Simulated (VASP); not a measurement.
# BeS (I-4m2) in VASP: settings compared

Aim: see how the results for BeS move with the level of theory and the settings. Levels: PBE, r2SCAN, HSE06. Tasks: single point.

Everything below comes from runs of VASP 6.6.1. Logs are shortened: lines on timing, memory, paths and dates and some standing lists are left out, and cuts for length are marked.

### 1 The cell of the first run

The structure is tetragonal, space group I-4m2 (No. 119). The conventional cell has a = 3.334 Å, b = 3.334 Å, c = 4.984 Å, α = 90.00°, β = 90.00°, γ = 90.00°. Be (site symmetry -4m2) has 4 S at 2.08 Å within 2.8 Å. Within 2.8 Å of S (site symmetry -4m2) lie 4 Be at 2.08 Å.

### 2 Single point, PBE (epitaxial xy strain -3.2%)

INCAR reads:

```
PREC = Accurate
ENCUT = 520
EDIFF = 1E-7
ISMEAR = -1
SIGMA = 0.02
LREAL = False
LASPH = True
NELM = 100
ALGO = Normal
ISIF = 2
LWAVE = False
LCHARG = False
GGA = PE
NBANDS = 11
```

KPOINTS reads:

```
regular mesh
0
Gamma
  10 10 10
```

POSCAR reads:

```
BeS
1.0
    0.0000000000      2.3573821523      2.4922205026
    2.3573821523      0.0000000000      2.4922205026
    2.3573821523      2.3573821523      0.0000000000
Be S
1 1
Direct
    0.0000000000      0.0000000000      0.0000000000
    0.2500000000      0.2500000000      0.2500000000
```

Potentials or basis: VASP PAW PBE potentials, release 64 (Be, S).

Run with:

```bash
> cat potpaw_PBE.64/Be/POTCAR potpaw_PBE.64/S/POTCAR > POTCAR
> mpirun -np 1 vasp_std > vasp.out
```

OUTCAR:

```text
PREC = Accurate
   ENCUT = 520
   EDIFF = 1E-7
   ISMEAR = -1
   LREAL = False
   LASPH = True
   NELM = 100
   ISIF = 2
   GGA = PE

 ion  position               nearest neighbor table
   1  0.000  0.000  0.000-   2 2.08   2 2.08   2 2.08   2 2.08
   2  0.250  0.250  0.250-   1 2.08   1 2.08   1 2.08   1 2.08

  LATTYP: Found a body centered tetragonal cell.
 ALAT       =     3.3338418115
 C/A-ratio  =     1.4951042332

  Lattice vectors:

 A1 = (  -2.3573821523,   0.0000000000,   2.4922205026)
 A2 = (   2.3573821523,   0.0000000000,   2.4922205026)
 A3 = (   0.0000000000,   2.3573821523,  -2.4922205026)

Analysis of symmetry for initial positions (statically):
=====================================================================
 Subroutine PRICEL returns:
 Original cell was already a primitive cell.

 Routine SETGRP: Setting up the symmetry group for a
 body centered tetragonal supercell.

 Subroutine GETGRP returns: Found  8 space group operations
 (whereof  8 operations were pure point group operations)
 out of a pool of 16 trial point group operations.

The static configuration has the point symmetry D_2d.

Analysis of symmetry for dynamics (positions and initial velocities):
=====================================================================
 Subroutine PRICEL returns:
 Original cell was already a primitive cell.

 Routine SETGRP: Setting up the symmetry group for a
 body centered tetragonal supercell.

 Subroutine GETGRP returns: Found  8 space group operations
 (whereof  8 operations were pure point group operations)
 out of a pool of 16 trial point group operations.

The dynamic configuration has the point symmetry D_2d.

 Subroutine INISYM returns: Found  8 space group operations
 (whereof  8 operations are pure point group operations),
 and found     1 'primitive' translations

----------------------------------------------------------------------------------------

                                     Primitive cell

  volume of cell :      27.6998

  direct lattice vectors                    reciprocal lattice vectors
     0.000000000  2.357382152  2.492220503    -0.212099680  0.212099680  0.200624302
     2.357382152  0.000000000  2.492220503     0.212099680 -0.212099680  0.200624302
     2.357382152  2.357382152  0.000000000     0.212099680  0.212099680 -0.200624302
[... 89 lines left out ...]
   NFREE  =      0    steps in history (QN), initial steepest desc. (CG)
   ISIF   =      2    stress and relaxation
   ISYM   =      2    0-nonsym 1-usesym 2-fastsym
   POTIM  = 0.5000    time-step for ionic-motion
   TEBEG  =    0.0;   TEEND  =   0.0 temperature during run
   PSTRESS=    0.0 pullay stress
   NELECT =       8.0000    total number of electrons
   NUPDOWN=      -1.0000    fix difference up-down
   EMIN   =  10.00;   EMAX   =-10.00  energy-range for DOS
   EFERMI =   0.00;   METHOD = LEGACY
   ISMEAR =    -1;   SIGMA  =   0.02  broadening in eV -4-tet -1-fermi 0-gaus
   EFERMI_NEDOS =   21; number of points for ismear=-14 and -15
   IALGO  =     38    algorithm
   IMIX   =      4    mixing-type and parameters
     AMIX     =   0.40;   BMIX     =  1.00
     AMIX_MAG =   1.60;   BMIX_MAG =  1.00
  volume/ion in A,a.u.               =      13.85        93.46
  Fermi-wavevector in a.u.,A,eV,Ry     =   1.082130  2.044929 15.932488  1.171005
  Thomas-Fermi vector in A             =   2.218164
   LORBIT       =      0    0 simple, 1 ext, 2 COOP (PROOUT), +10 PAW based schemes
   GGA     = PE    functional components
   LHFCALC =     F    Hartree Fock is set to
   AEXX    =    0.0000 exact exchange contribution
   IVDW    =     0    specifies the selected vdW correction
   LEPSILON=     F    determine dielectric tensor
   LRPA    =     F    only Hartree local field effects (RPA)
 non-spin polarized calculation
  energy-cutoff  :      520.00
  volume of cell :       27.70
 maximum number of plane-waves:       766
 NGX is ok and might be reduce to    28
   NGX = 13   NGY = 13   NGZ = 13

 number of electron       8.0000001 magnetization

 Free energy of the ion-electron system (eV)
  ---------------------------------------------------
  ext. energy  EPLUGINS =         0.00000000
  ---------------------------------------------------
  free energy    TOTEN  =        -9.97655541 eV

  energy without entropy =       -9.97655541  energy(sigma->0) =       -9.97655541

 E-fermi :   4.9849     XC(G=0):  -9.8549

 val. band max:        4.5988322832   @ k =   0.0000   0.0000   0.0000
 cond. band min:       7.3867907009   @ k =   0.5000   0.0000   0.5000
 fundamental gap:      2.7879584176
 Fermi energy:         4.9848802819

 k-point     1 :       0.0000    0.0000    0.0000
  band No.  band energies     occupation
      1      -9.4060      2.00000
      2       4.2607      2.00000
      3       4.5988      2.00000
      4       4.5988      2.00000
      5      10.1396      0.00000
      6      10.1396      0.00000
      7      10.2135      0.00000
      8      10.6021      0.00000
      9      16.6584      0.00000
     10      17.9928      0.00000
     11      19.5977      0.00000
[... 309 lines left out ...]
 k-point    24 :       0.4000    0.3000    0.0000
  band No.  band energies     occupation
      1      -7.8593      2.00000
      2       0.0384      2.00000
      3       2.0987      2.00000
      4       2.4969      2.00000
      5       8.7844      0.00000
      6      10.6125      0.00000
      7      14.6947      0.00000
      8      14.9437      0.00000
      9      18.1724      0.00000
     10      20.1720      0.00000
     11      21.2543      0.00000

 [... further k-points ...]

------------------------ aborting loop because EDIFF is reached ----------------------------------------

  FORCE on cell =-STRESS in cart. coord.  units (eV):
  Direction    XX          YY          ZZ          XY          YZ          ZX
  --------------------------------------------------------------------------------------
  -------------------------------------------------------------------------------------
  Total        1.1366428      1.1366428      0.0882180      0.0000000      0.0000000      0.0000000
  in kB       65.7443057     65.7443057      5.1025956      0.0000000      0.0000000      0.0000000
  external PRESSURE =      45.5304023 kB  Pullay stress =       0.0000000 kB

 VOLUME and BASIS-vectors are now :
 -----------------------------------------------------------------------------
  energy-cutoff  :      520.00
  volume of cell :       27.70
      direct lattice vectors                 reciprocal lattice vectors
     0.000000000  2.357382152  2.492220503    -0.212099680  0.212099680  0.200624302
     2.357382152  0.000000000  2.492220503     0.212099680 -0.212099680  0.200624302
     2.357382152  2.357382152  0.000000000     0.212099680  0.212099680 -0.200624302

 POSITION                                       TOTAL-FORCE (eV/Angst)
 -----------------------------------------------------------------------------------
      0.00000      0.00000      0.00000         0.000000      0.000000      0.000000
      1.17869      1.17869      1.24611         0.000000      0.000000     -0.000000
 -----------------------------------------------------------------------------------
    total drift:                                0.000000      0.000000     -0.000000

  FREE ENERGIE OF THE ION-ELECTRON SYSTEM (eV)
  ---------------------------------------------------
  free  energy   TOTEN  =        -9.9765554072 eV

  energy  without entropy=       -9.9765554072  energy(sigma->0) =       -9.97655541
```

OSZICAR:

```text
N       E                     dE             d eps       ncg     rms          rms(c)
DAV:   1     0.212028229596E+02    0.21203E+02   -0.39412E+03  2244   0.626E+02
DAV:   2    -0.890543887548E+01   -0.30108E+02   -0.28502E+02  2962   0.120E+02
DAV:   3    -0.101596419291E+02   -0.12542E+01   -0.12516E+01  2993   0.238E+01
DAV:   4    -0.101668295405E+02   -0.71876E-02   -0.71861E-02  2798   0.204E+00
DAV:   5    -0.101668855667E+02   -0.56026E-04   -0.56025E-04  2912   0.175E-01    0.591E+00
DAV:   6    -0.100211652389E+02    0.14572E+00   -0.11507E-01  2629   0.167E+00    0.401E+00
DAV:   7    -0.997533530086E+01    0.45830E-01   -0.12952E-01  2803   0.191E+00    0.981E-01
DAV:   8    -0.997643785925E+01   -0.11026E-02   -0.66863E-03  2861   0.433E-01    0.153E-01
DAV:   9    -0.997651958260E+01   -0.81723E-04   -0.49501E-04  2751   0.142E-01    0.321E-02
DAV:  10    -0.997654863856E+01   -0.29056E-04   -0.58947E-05  2744   0.420E-02    0.101E-02
DAV:  11    -0.997655509304E+01   -0.64545E-05   -0.16101E-05  2687   0.218E-02    0.826E-03
DAV:  12    -0.997655531628E+01   -0.22324E-06   -0.35022E-07  2769   0.425E-03    0.289E-03
DAV:  13    -0.997655545703E+01   -0.14075E-06   -0.11273E-07  2585   0.177E-03    0.318E-03
DAV:  14    -0.997655540716E+01    0.49874E-07   -0.88394E-09  1293   0.488E-04
   1 F= -.99765554E+01 E0= -.99765554E+01  d E =-.697228E-11
```

stdout:

```text
POSCAR found type information on POSCAR BeS
 POSCAR found :  2 types and       2 ions
 scaLAPACK will be used
 LDA part: xc-table for (Slater+PW92), standard interpolation
 POSCAR, INCAR and KPOINTS ok, starting setup
 FFT: planning ... GRIDC
 FFT: planning ... GRID_SOFT
 FFT: planning ... GRID
 WAVECAR not read
 entering main loop
```

It took 36 s on 1 thread of AMD EPYC 7R43 (Zen 3), shared host; peak memory 0.13 GiB.

Results:

```yaml
Free_energy: -9.9766 eV
Pressure: 4.6 GPa
Band_gap_on_the_k_mesh: 2.79 eV, indirect (least direct gap 5.54 eV)
```

Caveat: the cell differs from its parent crystal (epitaxial xy strain -3.2%). A k mesh can miss the band edges.

(Continued in part 2 of 2.)
